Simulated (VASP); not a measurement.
A run of VASP 6.6.1:

INCAR

```
SYSTEM = Sn
PREC = Accurate
ENCUT = 520
EDIFF = 1E-6
ISMEAR = 0
SIGMA = 0.15
LREAL = .False.
LASPH = .True.
NELM = 60
ALGO = Fast
ISIF = 2
LWAVE = .False.
LCHARG = .False.
GGA = PS
NBANDS = 21
```

KPOINTS

```
regular mesh
0
Gamma
  16 16 16
  0 0 0
```

The input POSCAR:

```
Sn
1.0
    0.0000000000      3.2707792804      3.2707792804
    3.4670260372      0.0000000000      3.2707792804
    3.4670260372      3.2707792804      0.0000000000
Sn
2
Direct
    0.5000000000      0.5000000000      0.5000000000
    0.7500000000      0.7500000000      0.7500000000
```

Potentials or basis: VASP PAW PBE potentials, release 64 (Sn_d).

The run is started by

```console
$ cat potpaw_PBE.64/Sn_d/POTCAR > POTCAR
$ mpirun -np 1 vasp_std > vasp.out
```

Hardware: 1 thread of Intel(R) Xeon(R) 6975P-C (Granite Rapids), with other jobs on the host.

Q: Estimate the wall time of this run.

A: Wall time 3 min on 1 thread of Intel(R) Xeon(R) 6975P-C (Granite Rapids), on a shared host, peak memory 0.53 GiB. Counts: scf iterations 12, k points 349.
